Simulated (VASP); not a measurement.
# SiH4C16 in VASP: a series of runs

The runs below take SiH4C16 through single point, with LDA.

Program: VASP 6.6.1. These are calculated values, not measurements. Logs are shortened: lines on timing, memory, paths and dates and some standing lists are left out, and cuts for length are marked.

### Step 1. The cell of the first run

The cell holds a slab with vacuum, 21 atoms: a = 5.049 Å, b = 5.049 Å, c = 15.676 Å, α = 90.00°, β = 90.00°, γ = 60.00°.

### Step 2. Single point, LDA, collinear spin

The input, INCAR:

```
PREC = Accurate ; ENCUT = 520
EDIFF = 1E-6 ; ISMEAR = 0
SIGMA = 0.05 ; LREAL = Auto
LASPH = T ; NELM = 150
ALGO = Normal ; ISIF = 2
LWAVE = F ; LCHARG = F
ISPIN = 2 ; MAGMOM = 0 0 0 0 0 0 0 0 0 0 0 0 0 0 0 0 -0.21 0 0 0 0.08
LORBIT = 11 ; NBANDS = 56
```

The input, KPOINTS:

```
regular mesh
0
Gamma
  3 3 1
```

The input, POSCAR:

```
SiH4C16
1.0
    5.0487420000      0.0000000000      0.0000000000
    2.5243710000      4.3723390000      0.0000000000
    0.0000000000      0.0000000000     15.6764260000
H C Si
4 16 1
Direct
    0.1666667848      0.1666666285      0.0637901139
    0.6666667848      0.1666666285      0.0637901139
    0.1666666285      0.6666667429      0.0637901139
    0.6666666285      0.6666667429      0.0637901139
    0.1666667848      0.1666666285      0.1339591052
    0.6666667848      0.1666666285      0.1339591052
    0.1666666285      0.6666667429      0.1339591052
    0.6666666285      0.6666667429      0.1339591052
   -0.1666666285      0.3333332571      0.1668292250
    0.3333333715      0.3333332571      0.1668292250
   -0.1666667848      0.8333333715      0.1668292250
    0.3333332152      0.8333333715      0.1668292250
   -0.1678899054      0.3340177877      0.2702886487
    0.3339660950      0.3339942305      0.2702984724
   -0.1666627212      0.8334072450      0.2592000243
    0.3339929623      0.8321346995      0.2702892228
   -0.0034972702     -0.0034555875      0.2970090887
    0.5070753039     -0.0034798308      0.2970027097
   -0.0035191700      0.5071130121      0.2970044320
    0.5000088416      0.5000387664      0.2893698474
    0.8333273456     -0.1664710810      0.3865771446
```

Potentials or basis: VASP PAW LDA potentials, release 64 (H, C, Si).

Started as:

```console
$ cat potpaw_LDA.64/H/POTCAR potpaw_LDA.64/C/POTCAR potpaw_LDA.64/Si/POTCAR > POTCAR
$ mpirun -np 1 vasp_std > vasp.out
```

OUTCAR:

```text
PREC = Accurate
   ENCUT = 520
   EDIFF = 1E-6
   ISMEAR = 0
   LREAL = Auto
   LASPH = T
   NELM = 150
   ISIF = 2
   ISPIN = 2
   LORBIT = 11

 ion  position               nearest neighbor table
   1  0.167  0.167  0.064-   5 1.10
   2  0.667  0.167  0.064-   6 1.10
   3  0.167  0.667  0.064-   7 1.10
   4  0.667  0.667  0.064-   8 1.10
   5  0.167  0.167  0.134-   1 1.10  10 1.55  12 1.55   9 1.55
   6  0.667  0.167  0.134-   2 1.10   9 1.55  11 1.55  10 1.55
   7  0.167  0.667  0.134-   3 1.10  12 1.55  11 1.55  10 1.55
   8  0.667  0.667  0.134-   4 1.10  11 1.55  12 1.55   9 1.55
   9  0.833  0.333  0.167-   6 1.55   5 1.55   8 1.55  13 1.62
  10  0.333  0.333  0.167-   5 1.55   6 1.55   7 1.55  14 1.62
  11  0.833  0.833  0.167-  15 1.45   8 1.55   6 1.55   7 1.55
  12  0.333  0.833  0.167-   7 1.55   5 1.55   8 1.55  16 1.62
  13  0.832  0.334  0.270-  20 1.48  19 1.53  17 1.53   9 1.62
  14  0.334  0.334  0.270-  20 1.48  18 1.53  19 1.53  10 1.62
  15  0.833  0.833  0.259-  11 1.45  18 1.54  19 1.54  17 1.54  21 2.00
  16  0.334  0.832  0.270-  20 1.48  18 1.53  17 1.53  12 1.62
  17  0.997  0.997  0.297-  13 1.53  16 1.53  15 1.54  21 2.00
  18  0.507  0.997  0.297-  14 1.53  16 1.53  15 1.54  21 2.00
  19  0.996  0.507  0.297-  13 1.53  14 1.53  15 1.54  21 2.00
  20  0.500  0.500  0.289-  14 1.48  16 1.48  13 1.48
  21  0.833  0.834  0.387-  15 2.00  17 2.00  18 2.00  19 2.00

  LATTYP: Found a hexagonal cell.
 ALAT       =     5.0487421480
 C/A-ratio  =     3.1050161685

  Lattice vectors:

 A1 = (  -2.5243710000,  -4.3723390000,   0.0000000000)
 A2 = (   5.0487420000,   0.0000000000,   0.0000000000)
 A3 = (   0.0000000000,   0.0000000000,  15.6764260000)

Analysis of symmetry for initial positions (statically):
=====================================================================
 Subroutine PRICEL returns:
 Original cell was already a primitive cell.

 Routine SETGRP: Setting up the symmetry group for a
 hexagonal supercell.

 Subroutine GETGRP returns: Found  1 space group operations
 (whereof  1 operations were pure point group operations)
 out of a pool of 24 trial point group operations.

The static configuration has the point symmetry C_1 .

Analysis of symmetry for dynamics (positions and initial velocities):
=====================================================================
 Subroutine PRICEL returns:
 Original cell was already a primitive cell.

 Routine SETGRP: Setting up the symmetry group for a
 hexagonal supercell.

 Subroutine GETGRP returns: Found  1 space group operations
 (whereof  1 operations were pure point group operations)
 out of a pool of 24 trial point group operations.

The dynamic configuration has the point symmetry C_1 .

Analysis of structural, dynamic, and magnetic symmetry:
=====================================================================
 Subroutine PRICEL returns:
 Original cell was already a primitive cell.

 Routine SETGRP: Setting up the symmetry group for a
 hexagonal supercell.

 Subroutine GETGRP returns: Found  1 space group operations
 (whereof  1 operations were pure point group operations)
 out of a pool of 24 trial point group operations.

The overall configuration has the point symmetry C_1 .

 Subroutine INISYM returns: Found  1 space group operations
 (whereof  1 operations are pure point group operations),
 and found     1 'primitive' translations

----------------------------------------------------------------------------------------

                                     Primitive cell

  volume of cell :     346.0541

  direct lattice vectors                    reciprocal lattice vectors
     5.048742000  0.000000000  0.000000000     0.198069143 -0.114355268  0.000000000
     2.524371000  4.372339000  0.000000000     0.000000000  0.228710537  0.000000000
     0.000000000  0.000000000 15.676426000     0.000000000  0.000000000  0.063790050

  length of vectors
     5.048742000  5.048742148 15.676426000     0.228710544  0.228710537  0.063790050

  position of ions in fractional coordinates (direct lattice)
     0.166666785  0.166666629  0.063790114
     0.666666785  0.166666629  0.063790114
     0.166666629  0.666666743  0.063790114
     0.666666629  0.666666743  0.063790114
     0.166666785  0.166666629  0.133959105
     0.666666785  0.166666629  0.133959105
[... 13 lines left out ...]
     0.500008842  0.500038766  0.289369847
     0.833327346  0.833528919  0.386577145

  ion indices of the primitive-cell ions
   primitive index   ion index
                 1           1
                 2           2
                 3           3
                 4           4
                 5           5
                 6           6
[... 13 lines left out ...]
                20          20
                21          21

----------------------------------------------------------------------------------------

 KPOINTS: regular mesh

Automatic generation of k-mesh.
 Grid dimensions read from file:
 generate k-points for:    3    3    1

 Generating k-lattice:

  Cartesian coordinates                     Fractional coordinates (reciprocal lattice)
     0.066023048 -0.038118423  0.000000000     0.333333333 -0.000000000  0.000000000
     0.000000000  0.076236846  0.000000000     0.000000000  0.333333333  0.000000000
     0.000000000  0.000000000  0.063790050     0.000000000  0.000000000  1.000000000

  Length of vectors
     0.076236848  0.076236846  0.063790050

  Shift w.r.t. Gamma in fractional coordinates (k-lattice)
     0.000000000  0.000000000  0.000000000

 Subroutine IBZKPT returns following result:
 ===========================================

 Found      5 irreducible k-points:

 Following reciprocal coordinates:
            Coordinates               Weight
  0.000000  0.000000  0.000000      1.000000
  0.333333  0.000000  0.000000      2.000000
  0.333333  0.333333  0.000000      2.000000
  0.000000  0.333333  0.000000      2.000000
 -0.333333  0.333333  0.000000      2.000000
   k-points           NKPTS =      5   k-points in BZ     NKDIM =      5   number of bands    NBANDS=     56
   number of dos      NEDOS =    301   number of ions     NIONS =     21
   total plane-waves  NPLWV = 192000
   dimension x,y,z NGX =    40 NGY =   40 NGZ =  120
   dimension x,y,z NGXF=    80 NGYF=   80 NGZF=  240
   ions per type =               4  16   1
   NGX,Y,Z   is equivalent  to a cutoff of  13.17, 13.17, 12.73 a.u.
   NGXF,Y,Z  is equivalent  to a cutoff of  26.34, 26.34, 25.45 a.u.
 SYSTEM =  unknown system
   PREC   = accura    normal or accurate (medium, high low for compatibility)
   ISTART =      0    job   : 0-new  1-cont  2-samecut
   ICHARG =      2    charge: 1-file 2-atom 10-const
   ISPIN  =      2    spin polarized calculation?
   LNONCOLLINEAR =      F non collinear calculations
   LSORBIT =      F    spin-orbit coupling
   LASPH  =      T    aspherical Exc in radial PAW
   ENCUT  =  520.0 eV  38.22 Ry    6.18 a.u.   9.39  9.39 29.15*2*pi/ulx,y,z
   NELM   =    150;   NELMIN=  2; NELMDL= -5     # of ELM steps
   EDIFF  = 0.1E-05   stopping-criterion for ELM
   LREAL  =      T    real-space projection
   EDIFFG = 0.1E-04   stopping-criterion for IOM
   NSW    =      0    number of steps for IOM
   IBRION =     -1    ionic relax: 0-MD 1-quasi-New 2-CG
   NFREE  =      0    steps in history (QN), initial steepest desc. (CG)
   ISIF   =      2    stress and relaxation
   ISYM   =      2    0-nonsym 1-usesym 2-fastsym
   POTIM  = 0.5000    time-step for ionic-motion
   TEBEG  =    0.0;   TEEND  =   0.0 temperature during run
   PSTRESS=    0.0 pullay stress
   NELECT =      72.0000    total number of electrons
   NUPDOWN=      -1.0000    fix difference up-down
   EMIN   =  10.00;   EMAX   =-10.00  energy-range for DOS
   EFERMI =   0.00;   METHOD = LEGACY
   ISMEAR =     0;   SIGMA  =   0.05  broadening in eV -4-tet -1-fermi 0-gaus
   EFERMI_NEDOS =   21; number of points for ismear=-14 and -15
   IALGO  =     38    algorithm
   IMIX   =      4    mixing-type and parameters
     AMIX     =   0.40;   BMIX     =  1.00
     AMIX_MAG =   1.60;   BMIX_MAG =  1.00
  volume/ion in A,a.u.               =      16.48       111.20
  Fermi-wavevector in a.u.,A,eV,Ry     =   0.970073  1.833172 12.803642  0.941041
  Thomas-Fermi vector in A             =   2.100178
   LORBIT       =     11    0 simple, 1 ext, 2 COOP (PROOUT), +10 PAW based schemes
   GGA     = CA    functional components
   LHFCALC =     F    Hartree Fock is set to
   AEXX    =    0.0000 exact exchange contribution
   IVDW    =     0    specifies the selected vdW correction
   LEPSILON=     F    determine dielectric tensor
   LRPA    =     F    only Hartree local field effects (RPA)
 spin polarized calculation
 Gauss-broadening in eV      SIGMA  =   0.05
  energy-cutoff  :      520.00
  volume of cell :      346.05
 maximum number of plane-waves:      9383
 NGX is ok and might be reduce to    40
   NGX = 19   NGY = 19   NGZ = 59

 number of electron      72.0000004 magnetization      -0.0000075

 number of electron      72.0000004 magnetization       0.0000565

 Free energy of the ion-electron system (eV)
  ---------------------------------------------------
  ext. energy  EPLUGINS =         0.00000000
  ---------------------------------------------------
  free energy    TOTEN  =      -176.18828977 eV

  energy without entropy =     -176.17773120  energy(sigma->0) =     -176.18301049

 E-fermi :   0.7333     XC(G=0):  -5.6482

 val. band max:        0.7124063463   @ k =  -0.3333   0.3333   0.0000
 cond. band min:       0.7541687770   @ k =  -0.3333   0.3333   0.0000
 fundamental gap:      0.0417624307
 Fermi energy:         0.7332592774

 spin component 1

 k-point     1 :       0.0000    0.0000    0.0000
  band No.  band energies     occupation
      1     -20.2774      1.00000
      2     -17.6013      1.00000
      3     -15.4877      1.00000
      4     -14.7587      1.00000
      5     -14.7585      1.00000
      6     -13.9126      1.00000
[... 40 lines left out ...]
     47       5.8044      0.00000
     48       6.1363      0.00000
[... 202 lines left out ...]
     47       7.0548      0.00000
     48       7.1933      0.00000
 Fermi energy:         0.7332592774

 spin component 2

 k-point     1 :       0.0000    0.0000    0.0000
  band No.  band energies     occupation
      1     -20.2774      1.00000
      2     -17.6012      1.00000
      3     -15.4877      1.00000
      4     -14.7587      1.00000
      5     -14.7585      1.00000
      6     -13.9126      1.00000
[... 40 lines left out ...]
     47       5.8044      0.00000
     48       6.1361      0.00000
[... 202 lines left out ...]
     47       7.0542      0.00000
     48       7.1929      0.00000
 [bands above 48 left out]

------------------------ aborting loop because EDIFF is reached ----------------------------------------

  FORCE on cell =-STRESS in cart. coord.  units (eV):
  Direction    XX          YY          ZZ          XY          YZ          ZX
  --------------------------------------------------------------------------------------
  -------------------------------------------------------------------------------------
  Total      -10.1843576    -10.1844763     -1.9849063     -0.0011790     -0.0169644     -0.0136947
  in kB      -47.1520044    -47.1525543     -9.1898099     -0.0054585     -0.0785425     -0.0634043
  external PRESSURE =     -34.4981228 kB  Pullay stress =       0.0000000 kB

 VOLUME and BASIS-vectors are now :
 -----------------------------------------------------------------------------
  energy-cutoff  :      520.00
  volume of cell :      346.05
      direct lattice vectors                 reciprocal lattice vectors
     5.048742000  0.000000000  0.000000000     0.198069143 -0.114355268  0.000000000
     2.524371000  4.372339000  0.000000000     0.000000000  0.228710537  0.000000000
     0.000000000  0.000000000 15.676426000     0.000000000  0.000000000  0.063790050

 POSITION                                       TOTAL-FORCE (eV/Angst)
 -----------------------------------------------------------------------------------
      1.26219      0.72872      1.00000         0.000170      0.000120     -0.299653
      3.78656      0.72872      1.00000         0.000094      0.004183     -0.253927
      2.52437      2.91489      1.00000         0.003603     -0.001971     -0.253936
      5.04874      2.91489      1.00000        -0.003258     -0.001885     -0.253994
      1.26219      0.72872      2.10000         0.000117      0.000068      1.970573
      3.78656      0.72872      2.10000         0.000084      0.164134      1.774770
[... 13 lines left out ...]
      3.78670      2.18634      4.53628         0.003280      0.001510     -0.384620
      6.31139      3.64447      6.06015        -0.001601     -0.004465      0.132832
 -----------------------------------------------------------------------------------
    total drift:                               -0.000784     -0.000117      0.032847

  FREE ENERGIE OF THE ION-ELECTRON SYSTEM (eV)
  ---------------------------------------------------
  free  energy   TOTEN  =      -176.1882897721 eV

  energy  without entropy=     -176.1777311985  energy(sigma->0) =     -176.18301049

 total charge

# of ion       s       p       d       tot
------------------------------------------
    1        0.631   0.045   0.000   0.676
    2        0.631   0.044   0.000   0.676
    3        0.631   0.044   0.000   0.676
    4        0.631   0.044   0.000   0.676
    5        0.828   1.759   0.000   2.587
    6        0.828   1.761   0.000   2.589
[... 13 lines left out ...]
   20        0.847   1.707   0.000   2.554
   21        0.834   0.776   0.000   1.610
--------------------------------------------------
tot         16.545  28.669   0.000  45.215

 magnetization (x)

# of ion       s       p       d       tot
------------------------------------------
    1       -0.000   0.000   0.000  -0.000
    2        0.000  -0.000   0.000   0.000
    3        0.000  -0.000   0.000   0.000
    4        0.000  -0.000   0.000   0.000
    5        0.000   0.000   0.000   0.000
    6        0.000   0.000   0.000   0.000
[... 13 lines left out ...]
   20        0.000   0.000   0.000   0.000
   21        0.000   0.000   0.000   0.000
--------------------------------------------------
tot          0.000   0.000   0.000   0.000
```

Run time: 12 min. Hardware: 1 thread of Intel Xeon Platinum 8488C (Sapphire Rapids), shared host; peak memory 0.46 GiB.

What came out:

```
Free energy                                           : -176.1883 eV
Largest force                                         : 3.286 eV/Å
Band gap on the k mesh                                : 0.04 eV
Net moment                                            : 0.00 μB per cell
Valence electrons inside the program's atomic spheres : H 0.68; C 2.59, 2.52, 2.61, 2.54, 2.64, 2.55 (each value once); Si 1.61
```

Forces on the atoms (eV/Å):
```
H    0.000  0.000 -0.300
H    0.000  0.004 -0.254
H    0.004 -0.002 -0.254
H   -0.003 -0.002 -0.254
C    0.000  0.000  1.971
C    0.000  0.164  1.775
C    0.142 -0.082  1.775
C   -0.142 -0.082  1.774
C    0.026 -0.013 -1.050
C   -0.023 -0.013 -1.050
C    0.002  0.002 -3.286
C    0.001  0.030 -1.050
C   -0.069  0.035  0.257
C    0.065  0.038  0.253
C    0.002 -0.004 -0.100
C   -0.006 -0.076  0.257
C    0.053  0.031 -0.074
C   -0.054  0.031 -0.070
C    0.000 -0.059 -0.068
C    0.003  0.002 -0.385
Si  -0.002 -0.004  0.133
```

Levels at points of the mesh, in eV from the valence-band top:
Spin up:
```tsv
k point	band 33	band 34	band 35	band 36	band 37	band 38	band 39	band 40
(0.00, 0.00, 0.00)	-2.64	-1.52	-1.52	-0.55	0.13	2.24	3.60	4.12
```
Spin down:
```csv
k point,band 32,band 33,band 34,band 35,band 36,band 37,band 38,band 39,band 40,band 41
"(0.00, 0.00, 0.00)",-2.64,-2.64,-1.52,-1.52,-0.55,0.13,2.24,3.60,4.12,4.16
```

Caveat: the k points lie up to 0.48 Å⁻¹ apart; there is no dipole correction, which matters where the two faces differ.

### Step 3. Single point, LDA, collinear spin

The input, INCAR:

```
SYSTEM = SiH4C16
PREC     = Accurate       ! precision mode
ENCUT    = 520            ! plane-wave cutoff, eV
EDIFF    = 1E-6           ! SCF threshold, eV
ISMEAR   = 0              ! smearing method
SIGMA    = 0.05           ! smearing width, eV
LREAL    = .FALSE.        ! projectors in reciprocal space
LASPH    = .TRUE.         ! aspherical terms in the spheres
NELM     = 200            ! most SCF steps
ALGO     = Normal         ! electronic algorithm
ISIF     = 2              ! what is computed and relaxed
LWAVE    = .FALSE.        ! write WAVECAR
LCHARG   = .FALSE.        ! write CHGCAR
ISPIN    = 2              ! spin polarisation
MAGMOM   = 0 0 0 0 0 0 0 0 0 0 0 0 0 0 0 0 -0.21 0 0 0 0.08 ! initial moments
LORBIT   = 11             ! projections on sites
GGA      = CA             ! functional
NBANDS   = 56             ! bands
GGA_COMPAT= .FALSE.      
NELMDL   = -8
```

The input, KPOINTS:

```
Automatic mesh
0
G
  3 3 1
  0 0 0
```

POSCAR is that of step 2.

Potentials or basis: VASP PAW LDA potentials, release 64 (H, C, Si).

Started as:

```console
$ cat potpaw_LDA.64/H/POTCAR potpaw_LDA.64/C/POTCAR potpaw_LDA.64/Si/POTCAR > POTCAR
$ mpirun -np 1 vasp_std > vasp.out
```

It took 16 min on 1 thread of Oxide Virtual Turin-like, shared host; peak memory 0.43 GiB.

It converged, with:

```
Free energy                                           : -176.1842 eV
Largest force                                         : 3.287 eV/Å
Band gap on the k mesh                                : 0.04 eV
Net moment                                            : 0.00 μB per cell
Valence electrons inside the program's atomic spheres : H 0.68; C 2.59, 2.52, 2.61, 2.54, 2.64, 2.55 (each value once); Si 1.61
```

Forces in eV/Å, atoms in the order of the input:
```
H    0.000  0.000 -0.298
H    0.000  0.004 -0.253
H    0.004 -0.002 -0.253
H   -0.003 -0.002 -0.253
C    0.000  0.000  1.967
C    0.000  0.164  1.771
C    0.142 -0.082  1.772
C   -0.142 -0.082  1.771
C    0.026 -0.013 -1.050
C   -0.024 -0.013 -1.050
C    0.002  0.002 -3.287
C    0.001  0.030 -1.050
C   -0.068  0.035  0.258
C    0.064  0.038  0.254
C    0.001 -0.004 -0.110
C   -0.005 -0.075  0.257
C    0.051  0.029 -0.067
C   -0.052  0.031 -0.062
C    0.001 -0.057 -0.060
C    0.003  0.001 -0.392
Si  -0.001 -0.004  0.134
```

Levels at points of the mesh, in eV from the valence-band top:
Spin up:
| k point | band 32 | band 33 | band 34 | band 35 | band 36 | band 37 | band 38 | band 39 | band 40 | band 41 |
| --- | --- | --- | --- | --- | --- | --- | --- | --- | --- | --- |
| (0.00, 0.00, 0.00) | -2.64 | -2.64 | -1.52 | -1.52 | -0.55 | 0.13 | 2.24 | 3.60 | 4.14 | 4.16 |
Spin down:
| k point | band 32 | band 33 | band 34 | band 35 | band 36 | band 37 | band 38 | band 39 | band 40 | band 41 |
| --- | --- | --- | --- | --- | --- | --- | --- | --- | --- | --- |
| (0.00, 0.00, 0.00) | -2.64 | -2.64 | -1.52 | -1.52 | -0.55 | 0.13 | 2.24 | 3.60 | 4.14 | 4.16 |

Caveat: the k points lie up to 0.48 Å⁻¹ apart; there is no dipole correction, which matters where the two faces differ.
